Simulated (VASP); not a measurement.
A run of VASP 6.6.1 is set up as follows.

Contents of POSCAR:

```
NbH
1.0
   -1.5934594624      1.5934594624      1.9676254133
    1.5934594624     -1.5934594624      1.9676254133
    1.5934594624      1.5934594624     -1.9676254133
Nb H
1 1
Direct
    0.0000000000      0.0000000000      0.0000000000
    0.5000000000      0.5000000000      0.0000000000
```

INCAR.step1

```
PREC     = Accurate       # precision mode
ENCUT    = 520            # plane-wave cutoff, eV
ISMEAR   = -1             # smearing method
SIGMA    = 0.1            # smearing width, eV
LREAL    = False          # projectors in reciprocal space
LASPH    = True           # aspherical terms in the spheres
NELM     = 80             # most SCF steps
NBANDS   = 14             # bands
GGA      = PE             # functional
ALGO     = Normal         # electronic algorithm
EDIFF    = 1E-4           # SCF threshold, eV
LWAVE    = True           # write WAVECAR
LCHARG   = False          # write CHGCAR
```

File INCAR.step2:

```
PREC     = Accurate       # precision mode
ENCUT    = 520            # plane-wave cutoff, eV
EDIFF    = 1E-6           # SCF threshold, eV
ISMEAR   = -1             # smearing method
SIGMA    = 0.1            # smearing width, eV
LREAL    = False          # projectors in reciprocal space
LASPH    = True           # aspherical terms in the spheres
NELM     = 80             # most SCF steps
ALGO     = Normal         # electronic algorithm
ISIF     = 2              # what is computed and relaxed
LWAVE    = False          # write WAVECAR
LCHARG   = False          # write CHGCAR
METAGGA  = R2SCAN         # meta-GGA
LMIXTAU  = True         
NBANDS   = 14             # bands
ISTART   = 1
```

Contents of KPOINTS:

```
Automatic mesh
0
Gamma
  10 10 10
```

Potentials or basis: VASP PAW PBE potentials, release 64 (Nb_sv, H).

Command:

```sh
$ cat potpaw_PBE.64/Nb_sv/POTCAR potpaw_PBE.64/H/POTCAR > POTCAR
$ cp INCAR.step1 INCAR
$ mpirun -np 1 vasp_std > vasp.out
$ cp INCAR.step2 INCAR
$ mpirun -np 1 vasp_std > vasp.out
```

**Question.** Estimate the pressure.

**Answer.** 0.9 GPa.

**Question.** Estimate the band gap on the k mesh.

**Answer.** Zero (bands 7 and 8 overlap by 4.18 eV).

Stress tensor (GPa, compression positive):
```
1.06 0.00 0.00
0.00 1.06 0.00
0.00 0.00 0.52
```

Caveat: the PAW data sets were made with another functional, which shifts forces and pressure a little.
